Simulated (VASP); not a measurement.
Runs of VASP 6.6.1 on MgO. The structure is that of space group Pm-3m (No. 221), or close to it. The cells are those of the table. 

| cell | k mesh | gap on the mesh (eV) | pressure (GPa) |
| --- | --- | --- | --- |
| a = 2.588 Å, 2 atoms | 10 × 10 × 10 | (a) | 6.9 |
| a = 2.658 Å, 2 atoms | 8 × 8 × 8 | 3.16 | (c) |
| a = 2.624 Å, 2 atoms | 8 × 8 × 8 | (b) | -0.1 |
| a = 2.552 Å, 2 atoms | 10 × 10 × 10 | 4.38 | 15.2 |

Alike in all rows: task single point; level r2SCAN; potentials or basis VASP PAW PBE potentials, release 64 (Mg_sv, O); no spin polarisation; cutoff (eV) 750; smearing gaussian 0.05 eV.

Task: Estimate the missing entries.

Result: (a) 3.93; (b) 3.52; (c) -6.2.

Caveats: the PAW data sets were made with another functional, which shifts forces and pressure a little; the cell stands under pressure (at least some runs); the cell stands under tension (at least some runs).

A k mesh can miss the band edges.
